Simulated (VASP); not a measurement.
A run of VASP 6.6.1 is set up as follows.

File INCAR:

```
SYSTEM = CeO2
  PREC = Accurate
  ENCUT = 600
  EDIFF = 1E-6
  ISMEAR = -1
  SIGMA = 0.02
  LREAL = .FALSE.
  LASPH = .TRUE.
  NELM = 200
  ALGO = Normal
  ISIF = 2
  LWAVE = .FALSE.
  LCHARG = .FALSE.
  NBANDS = 19
  GGA_COMPAT = .FALSE.
  LMAXMIX = 6
```

File KPOINTS:

```
Automatic mesh
0
G
  8 8 8
  0 0 0
```

POSCAR

```
CeO2
1.0
    0.0000000000      2.6793277975      2.6793277975
    2.6793277975      0.0000000000      2.6793277975
    2.6793277975      2.6793277975      0.0000000000
Ce O
1 2
Direct
    0.0000000000      0.0000000000      0.0000000000
    0.2500000000      0.2500000000      0.2500000000
    0.7500000000      0.7500000000      0.7500000000
```

Potentials or basis: VASP PAW LDA potentials, release 64 (Ce, O).

Run with:

```sh
$ cat potpaw_LDA.64/Ce/POTCAR potpaw_LDA.64/O/POTCAR > POTCAR
$ mpirun -np 1 vasp_std > vasp.out
```

(1) Estimate the band gap on the k mesh.

(2) What does it give for the pressure?

## Answers

(1) 1.95 eV (least direct gap 2.07 eV).

(2) 0.3 GPa.

Caveat: spin-orbit coupling is left out, which moves the levels of the heavy elements.
